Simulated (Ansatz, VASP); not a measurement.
# One calculation of Ag, two programs

```
Ag
1.0
     2.92418    0.00000    0.00000
    -1.46209    2.53241    0.00000
     0.00000    0.00000   10.13159
Ag
4
Cartesian
  0.0000 1.6883 2.5329
  1.4621 0.8441 7.5987
  0.0000 0.0000 0.0000
  0.0000 0.0000 5.0658
```

Change from the starting cell: volume scaled by 1.04.

Alike in both runs: task single point; functional PBE; k mesh 14 × 14 × 4; occupations fermi-dirac, width 0.08 eV; no spin polarisation.

|  | VASP | Ansatz |
| --- | --- | --- |
| version | VASP 6.6.1 | Ansatz 0.2.0 |
| potentials or method | VASP PAW PBE potentials, release 64 (Ag), cutoff 520 eV | all-electron LAPW, scalar-relativistic |

|  | VASP | Ansatz | Ansatz less VASP |
| --- | --- | --- | --- |
| pressure (GPa) | -3.5 | -3.4 | +0.07 |
| traceless stress, the component that is largest in VASP (GPa) | -2.65 | -2.67 | -0.011 |

Ansatz ran all-electron here, and VASP with PAW potentials.
